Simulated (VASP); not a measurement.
Write the native input for VASP 6.6.1 that does the following.

```yaml
Task: single point
Functional: r2SCAN
Potentials_or_basis: VASP PAW PBE potentials, release 64 (Au)
Cutoff: 520 eV
k_mesh: 20 × 20 × 20
Occupations: gaussian, width 0.15 eV
Spin: no spin polarisation
Dipole_correction: no
Further_INCAR_settings: ALGO = Normal; EDIFF = 1e-07; NBANDS = 12
```

Crystal: Au.

```
Au
1.0
     0.00000    2.09664    1.99436
     2.09664    0.00000    1.99436
     2.09664    2.09664    0.00000
Au
1
Cartesian
  0.0000 0.0000 0.0000
```

This cell differs from its parent crystal: strain +0.025 along x and y, -0.025 along z.

One way to write it, as run:

POSCAR

```
Au
1.0
    0.0000000000      2.0966375000      1.9943625000
    2.0966375000      0.0000000000      1.9943625000
    2.0966375000      2.0966375000      0.0000000000
Au
1
Direct
    0.0000000000      0.0000000000      0.0000000000
```

INCAR.step1

```
SYSTEM = Au
PREC = Accurate
ENCUT = 520
ISMEAR = 0
SIGMA = 0.15
LREAL = .FALSE.
LASPH = .TRUE.
NELM = 80
NBANDS = 12
GGA = PE
ALGO = Normal
EDIFF = 1E-4
LWAVE = .TRUE.
LCHARG = .FALSE.
```

INCAR.step2

```
SYSTEM = Au
PREC = Accurate
ENCUT = 520
EDIFF = 1E-7
ISMEAR = 0
SIGMA = 0.15
LREAL = .FALSE.
LASPH = .TRUE.
NELM = 80
ALGO = Normal
ISIF = 2
LWAVE = .FALSE.
LCHARG = .FALSE.
METAGGA = R2SCAN
LMIXTAU = .TRUE.
NBANDS = 12
ISTART = 1
```

KPOINTS

```
Automatic mesh
0
G
  20 20 20
  0 0 0
```

Potentials or basis: VASP PAW PBE potentials, release 64 (Au).

Command:

```sh
$ cat potpaw_PBE.64/Au/POTCAR > POTCAR
$ cp INCAR.step1 INCAR
$ mpirun -np 1 vasp_std > vasp.out
$ cp INCAR.step2 INCAR
$ mpirun -np 1 vasp_std > vasp.out
```

Results of the run:

- Pressure: 0.4 GPa

Caveat: the cell differs from its parent crystal (strain +0.025 along x and y, -0.025 along z); the PAW data sets were made with another functional, which shifts forces and pressure a little.

It took 5.5 min on 1 thread of Intel(R) Xeon(R) Platinum 8259CL CPU @ 2.50GHz (Skylake/Cascade Lake) (shared host), peak memory 0.26 GiB.
